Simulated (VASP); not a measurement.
# Mn3Sn (Fm-3m) in VASP: single point with PBE

Aim: the single point of Mn3Sn with PBE.

All numbers are computed with VASP 6.6.1; they aren't measurements. Logs are shortened: lines on timing, memory, paths and dates and some standing lists are left out, and cuts for length are marked.

## 1. The cell of the first run

The structure is cubic, space group Fm-3m (No. 225). The conventional cell has a = 6.121 Å, b = 6.121 Å, c = 6.121 Å, α = 90.00°, β = 90.00°, γ = 90.00°. Within 3.5 Å of Mn (site symmetry -43m) lie 10 Mn at 2.65 to 3.06 Å and 4 Sn at 2.65 Å. Mn (site symmetry m-3m) has 8 Mn at 2.65 Å and 6 Sn at 3.06 Å within 3.5 Å. Within 3.5 Å of Sn (site symmetry m-3m) lie 14 Mn at 2.65 to 3.06 Å.

## 2. Single point, PBE, collinear spin, ferromagnetic start

INCAR reads:

```
  ALGO = Normal
  EDIFF = 1E-7
  ENCUT = 520
  GGA = PE
  ISIF = 2
  ISMEAR = 0
  ISPIN = 2
  LASPH = T
  LCHARG = F
  LMAXMIX = 4
  LORBIT = 11
  LREAL = F
  LWAVE = F
  MAGMOM = 4 4 4 0
  NBANDS = 38
  NELM = 150
  PREC = Accurate
  SIGMA = 0.1
```

KPOINTS reads:

```
k-points
0
Gamma
  6 6 6
```

POSCAR reads:

```
Mn3Sn
1.0
    0.0000000000      3.0604960000      3.0604960000
    3.0604960000      0.0000000000      3.0604960000
    3.0604960000      3.0604960000      0.0000000000
Mn Sn
3 1
Direct
    0.7500000000      0.7500000000      0.7500000000
    0.2500000000      0.2500000000      0.2500000000
    0.5000000000      0.5000000000      0.5000000000
    0.0000000000      0.0000000000      0.0000000000
```

Potentials or basis: VASP PAW PBE potentials, release 64 (Mn_pv, Sn_d).

Launch:

```sh
> cat potpaw_PBE.64/Mn_pv/POTCAR potpaw_PBE.64/Sn_d/POTCAR > POTCAR
> mpirun -np 1 vasp_std > vasp.out
```

OUTCAR:

```text
EDIFF = 1E-7
   ENCUT = 520
   GGA = PE
   ISIF = 2
   ISMEAR = 0
   ISPIN = 2
   LASPH = T
   LORBIT = 11
   LREAL = F
   NELM = 150
   PREC = Accurate

 ion  position               nearest neighbor table
   1  0.750  0.750  0.750-   3 2.65   3 2.65   3 2.65   4 2.65   4 2.65   4 2.65   4 2.65   3 2.65
                             2 3.06   2 3.06   2 3.06   2 3.06   2 3.06   2 3.06
   2  0.250  0.250  0.250-   4 2.65   4 2.65   4 2.65   3 2.65   3 2.65   3 2.65   4 2.65   3 2.65
                             1 3.06   1 3.06   1 3.06   1 3.06   1 3.06   1 3.06
   3  0.500  0.500  0.500-   2 2.65   2 2.65   2 2.65   1 2.65   1 2.65   1 2.65   2 2.65   1 2.65
                             4 3.06   4 3.06   4 3.06   4 3.06   4 3.06   4 3.06
   4  0.000  0.000  0.000-   1 2.65   1 2.65   1 2.65   2 2.65   2 2.65   2 2.65   2 2.65   1 2.65
                             3 3.06   3 3.06   3 3.06   3 3.06   3 3.06   3 3.06

  LATTYP: Found a face centered cubic cell.
 ALAT       =     6.1209920000

  Lattice vectors:

 A1 = (   0.0000000000,   3.0604960000,   3.0604960000)
 A2 = (   3.0604960000,   0.0000000000,   3.0604960000)
 A3 = (   3.0604960000,   3.0604960000,   0.0000000000)

Analysis of symmetry for initial positions (statically):
=====================================================================
 Subroutine PRICEL returns:
 Original cell was already a primitive cell.

 Routine SETGRP: Setting up the symmetry group for a
 face centered cubic supercell.

 Subroutine GETGRP returns: Found 48 space group operations
 (whereof 48 operations were pure point group operations)
 out of a pool of 48 trial point group operations.

The static configuration has the point symmetry O_h .

Analysis of symmetry for dynamics (positions and initial velocities):
=====================================================================
 Subroutine PRICEL returns:
 Original cell was already a primitive cell.

 Routine SETGRP: Setting up the symmetry group for a
 face centered cubic supercell.

 Subroutine GETGRP returns: Found 48 space group operations
 (whereof 48 operations were pure point group operations)
 out of a pool of 48 trial point group operations.

The dynamic configuration has the point symmetry O_h .

Analysis of structural, dynamic, and magnetic symmetry:
=====================================================================
 Subroutine PRICEL returns:
 Original cell was already a primitive cell.

 Routine SETGRP: Setting up the symmetry group for a
 face centered cubic supercell.

 Subroutine GETGRP returns: Found 48 space group operations
 (whereof 48 operations were pure point group operations)
 out of a pool of 48 trial point group operations.

The overall configuration has the point symmetry O_h .

 Subroutine INISYM returns: Found 48 space group operations
 (whereof 48 operations are pure point group operations),
 and found     1 'primitive' translations

----------------------------------------------------------------------------------------

                                     Primitive cell

  volume of cell :      57.3331

  direct lattice vectors                    reciprocal lattice vectors
     0.000000000  3.060496000  3.060496000    -0.163372212  0.163372212  0.163372212
     3.060496000  0.000000000  3.060496000     0.163372212 -0.163372212  0.163372212
     3.060496000  3.060496000  0.000000000     0.163372212  0.163372212 -0.163372212

  length of vectors
     4.328194951  4.328194951  4.328194951     0.282968971  0.282968971  0.282968971

  position of ions in fractional coordinates (direct lattice)
     0.750000000  0.750000000  0.750000000
     0.250000000  0.250000000  0.250000000
     0.500000000  0.500000000  0.500000000
     0.000000000  0.000000000  0.000000000

  ion indices of the primitive-cell ions
   primitive index   ion index
                 1           1
                 2           2
                 3           3
                 4           4

----------------------------------------------------------------------------------------

 KPOINTS: k-points

Automatic generation of k-mesh.
 Grid dimensions read from file:
 generate k-points for:    6    6    6

 Generating k-lattice:

  Cartesian coordinates                     Fractional coordinates (reciprocal lattice)
    -0.027228702  0.027228702  0.027228702     0.166666667  0.000000000  0.000000000
     0.027228702 -0.027228702  0.027228702     0.000000000  0.166666667  0.000000000
     0.027228702  0.027228702 -0.027228702     0.000000000  0.000000000  0.166666667

  Length of vectors
     0.047161495  0.047161495  0.047161495

  Shift w.r.t. Gamma in fractional coordinates (k-lattice)
     0.000000000  0.000000000  0.000000000

 Subroutine IBZKPT returns following result:
 ===========================================

 Found     16 irreducible k-points:

 Following reciprocal coordinates:
            Coordinates               Weight
  0.000000  0.000000  0.000000      1.000000
  0.166667  0.000000  0.000000      8.000000
  0.333333  0.000000  0.000000      8.000000
  0.500000  0.000000  0.000000      4.000000
  0.166667  0.166667  0.000000      6.000000
  0.333333  0.166667  0.000000     24.000000
[... 8 lines left out ...]
 -0.333333  0.333333  0.166667     24.000000
 -0.333333  0.500000  0.166667     12.000000
   k-points           NKPTS =     16   k-points in BZ     NKDIM =     16   number of bands    NBANDS=     38
   number of dos      NEDOS =    301   number of ions     NIONS =      4
   total plane-waves  NPLWV =  32768
   dimension x,y,z NGX =    32 NGY =   32 NGZ =   32
   dimension x,y,z NGXF=    64 NGYF=   64 NGZF=   64
   ions per type =               3   1
   NGX,Y,Z   is equivalent  to a cutoff of  12.29, 12.29, 12.29 a.u.
   NGXF,Y,Z  is equivalent  to a cutoff of  24.58, 24.58, 24.58 a.u.
 SYSTEM =  unknown system
   PREC   = accura    normal or accurate (medium, high low for compatibility)
   ISTART =      0    job   : 0-new  1-cont  2-samecut
   ICHARG =      2    charge: 1-file 2-atom 10-const
   ISPIN  =      2    spin polarized calculation?
   LNONCOLLINEAR =      F non collinear calculations
   LSORBIT =      F    spin-orbit coupling
   LASPH  =      T    aspherical Exc in radial PAW
   ENCUT  =  520.0 eV  38.22 Ry    6.18 a.u.   8.05  8.05  8.05*2*pi/ulx,y,z
   NELM   =    150;   NELMIN=  2; NELMDL= -5     # of ELM steps
   EDIFF  = 0.1E-06   stopping-criterion for ELM
   LREAL  =      F    real-space projection
   EDIFFG = 0.1E-05   stopping-criterion for IOM
   NSW    =      0    number of steps for IOM
   IBRION =     -1    ionic relax: 0-MD 1-quasi-New 2-CG
   NFREE  =      0    steps in history (QN), initial steepest desc. (CG)
   ISIF   =      2    stress and relaxation
   ISYM   =      2    0-nonsym 1-usesym 2-fastsym
   POTIM  = 0.5000    time-step for ionic-motion
   TEBEG  =    0.0;   TEEND  =   0.0 temperature during run
   PSTRESS=    0.0 pullay stress
   NELECT =      53.0000    total number of electrons
   NUPDOWN=      -1.0000    fix difference up-down
   EMIN   =  10.00;   EMAX   =-10.00  energy-range for DOS
   EFERMI =   0.00;   METHOD = LEGACY
   ISMEAR =     0;   SIGMA  =   0.10  broadening in eV -4-tet -1-fermi 0-gaus
   EFERMI_NEDOS =   21; number of points for ismear=-14 and -15
   IALGO  =     38    algorithm
   IMIX   =      4    mixing-type and parameters
     AMIX     =   0.40;   BMIX     =  1.00
     AMIX_MAG =   1.60;   BMIX_MAG =  1.00
  volume/ion in A,a.u.               =      14.33        96.73
  Fermi-wavevector in a.u.,A,eV,Ry     =   1.594771  3.013680 34.603619  2.543294
  Thomas-Fermi vector in A             =   2.692793
   LORBIT       =     11    0 simple, 1 ext, 2 COOP (PROOUT), +10 PAW based schemes
   GGA     = PE    functional components
   LHFCALC =     F    Hartree Fock is set to
   AEXX    =    0.0000 exact exchange contribution
   IVDW    =     0    specifies the selected vdW correction
   LEPSILON=     F    determine dielectric tensor
   LRPA    =     F    only Hartree local field effects (RPA)
 spin polarized calculation
 Gauss-broadening in eV      SIGMA  =   0.10
  energy-cutoff  :      520.00
  volume of cell :       57.33
 maximum number of plane-waves:      1572
   NGX = 17   NGY = 17   NGZ = 17

 number of electron      53.0000000 magnetization      12.0000000

 number of electron      53.0000038 magnetization       7.1208619

 Free energy of the ion-electron system (eV)
  ---------------------------------------------------
  ext. energy  EPLUGINS =         0.00000000
  ---------------------------------------------------
  free energy    TOTEN  =       -29.91216627 eV

  energy without entropy =      -29.89231787  energy(sigma->0) =      -29.90224207

 E-fermi :   9.9760     XC(G=0): -12.6697

 val. band max:        9.9542261561   @ k =  -0.3333   0.5000   0.1667
 cond. band min:       9.9925206429   @ k =  -0.3333   0.1667   0.0000
 fundamental gap:      0.0382944867
 Fermi energy:         9.9760021288

 spin component 1

 k-point     1 :       0.0000    0.0000    0.0000
  band No.  band energies     occupation
      1     -39.1504      1.00000
      2     -39.1504      1.00000
      3     -39.1504      1.00000
      4     -39.1195      1.00000
      5     -39.1195      1.00000
      6     -39.1195      1.00000
[... 30 lines left out ...]
     37      15.4605      0.00000
     38      16.9855      0.00000

 k-point     2 :       0.1667    0.0000    0.0000
  band No.  band energies     occupation
      1     -39.1508      1.00000
      2     -39.1489      1.00000
      3     -39.1489      1.00000
      4     -39.1218      1.00000
      5     -39.1218      1.00000
      6     -39.1192      1.00000
[... 30 lines left out ...]
     37      15.6391      0.00000
     38      17.2885      0.00000
[... 531 lines left out ...]
     37      17.9767      0.00000
     38      19.0897      0.00000

 k-point    16 :      -0.3333    0.5000    0.1667
  band No.  band energies     occupation
      1     -39.1679      1.00000
      2     -39.1570      1.00000
      3     -39.1518      1.00000
      4     -39.1241      1.00000
      5     -39.1090      1.00000
      6     -39.1069      1.00000
[... 30 lines left out ...]
     37      18.6369      0.00000
     38      21.4174      0.00000
 Fermi energy:         9.9760021288

 spin component 2

 k-point     1 :       0.0000    0.0000    0.0000
  band No.  band energies     occupation
      1     -36.5746      1.00000
      2     -36.5746      1.00000
      3     -36.5746      1.00000
      4     -36.1823      1.00000
      5     -36.1823      1.00000
      6     -36.1823      1.00000
[... 30 lines left out ...]
     37      16.0994      0.00000
     38      17.7509      0.00000

 k-point     2 :       0.1667    0.0000    0.0000
  band No.  band energies     occupation
      1     -36.5766      1.00000
      2     -36.5766      1.00000
      3     -36.5749      1.00000
      4     -36.1780      1.00000
      5     -36.1780      1.00000
      6     -36.1736      1.00000
[... 30 lines left out ...]
     37      16.0698      0.00000
     38      18.2833      0.00000
[... 531 lines left out ...]
     37      18.8369      0.00000
     38      19.7596      0.00000

 k-point    16 :      -0.3333    0.5000    0.1667
  band No.  band energies     occupation
      1     -36.5922      1.00000
      2     -36.5837      1.00000
      3     -36.5679      1.00000
      4     -36.1907      1.00000
      5     -36.1561      1.00000
      6     -36.1493      1.00000
[... 30 lines left out ...]
     37      19.4097      0.00000
     38      21.8694      0.00000

------------------------ aborting loop because EDIFF is reached ----------------------------------------

  FORCE on cell =-STRESS in cart. coord.  units (eV):
  Direction    XX          YY          ZZ          XY          YZ          ZX
  --------------------------------------------------------------------------------------
  -------------------------------------------------------------------------------------
  Total        0.3045409      0.3045409      0.3045409     -0.0000000     -0.0000000      0.0000000
  in kB        8.5104168      8.5104168      8.5104168     -0.0000000     -0.0000000      0.0000000
  external PRESSURE =       8.5104168 kB  Pullay stress =       0.0000000 kB

 VOLUME and BASIS-vectors are now :
 -----------------------------------------------------------------------------
  energy-cutoff  :      520.00
  volume of cell :       57.33
      direct lattice vectors                 reciprocal lattice vectors
     0.000000000  3.060496000  3.060496000    -0.163372212  0.163372212  0.163372212
     3.060496000  0.000000000  3.060496000     0.163372212 -0.163372212  0.163372212
     3.060496000  3.060496000  0.000000000     0.163372212  0.163372212 -0.163372212

 POSITION                                       TOTAL-FORCE (eV/Angst)
 -----------------------------------------------------------------------------------
      4.59074      4.59074      4.59074         0.000000      0.000000      0.000000
      1.53025      1.53025      1.53025        -0.000000     -0.000000     -0.000000
      3.06050      3.06050      3.06050        -0.000000     -0.000000     -0.000000
      0.00000      0.00000      0.00000        -0.000000     -0.000000     -0.000000
 -----------------------------------------------------------------------------------
    total drift:                                0.000000     -0.000000      0.000000

  FREE ENERGIE OF THE ION-ELECTRON SYSTEM (eV)
  ---------------------------------------------------
  free  energy   TOTEN  =       -29.9121662679 eV

  energy  without entropy=      -29.8923178698  energy(sigma->0) =      -29.90224207

 total charge

# of ion       s       p       d       tot
------------------------------------------
    1        0.302   6.274   5.125  11.702
    2        0.302   6.274   5.125  11.702
    3        0.317   6.236   5.135  11.687
    4        1.085   1.412  10.086  12.583
--------------------------------------------------
tot          2.006  20.196  25.471  47.673

 magnetization (x)

# of ion       s       p       d       tot
------------------------------------------
    1        0.019   0.002   2.783   2.804
    2        0.019   0.002   2.783   2.804
    3       -0.021  -0.004   1.530   1.505
    4       -0.017  -0.111   0.015  -0.113
--------------------------------------------------
tot         -0.000  -0.111   7.111   7.000
```

Run time: 1.9 min. Hardware: 1 thread of Intel Xeon Platinum 8375C at 2.90GHz (Ice Lake), shared host; peak memory 0.23 GiB.

Results:

```yaml
Free_energy: -29.9122 eV
Pressure: 0.9 GPa
Net_moment: 7.12 μB per cell
Site_moments: Mn +2.80, +1.50; Sn -0.11 μB
Valence_electrons_inside_the_program's_atomic_spheres: Mn 11.70, 11.69; Sn 12.58
```

Levels at points of the mesh, in eV from the Fermi level:
Spin up:
```tsv
k point	band 27	band 28	band 29	band 30	band 31	band 32	band 33	band 34
(0.00, 0.00, 0.00)	-0.68	-0.68	-0.49	-0.49	3.00	3.92	3.92	3.92
(0.50, 0.00, 0.00)	-0.62	-0.62	-0.19	-0.19	0.22	3.31	3.48	3.48
(0.50, 0.50, 0.00)	-1.19	-0.72	-0.54	-0.40	-0.29	0.21	0.21	3.20
```
Spin down:
```tsv
k point	band 19	band 20	band 21	band 22	band 23	band 24	band 25	band 26	band 27	band 28
(0.00, 0.00, 0.00)	-1.58	-1.58	-0.91	-0.91	-0.91	1.60	1.60	1.60	2.11	2.11
(0.50, 0.00, 0.00)	-1.12	-1.01	-1.01	-0.46	-0.46	0.29	0.65	0.65	1.62	1.62
(0.50, 0.50, 0.00)	-2.28	-2.28	-0.75	-0.75	-0.45	0.45	0.45	0.86	1.44	1.50
```

Caveat: spin-orbit coupling is left out, which moves the levels of the heavy elements.
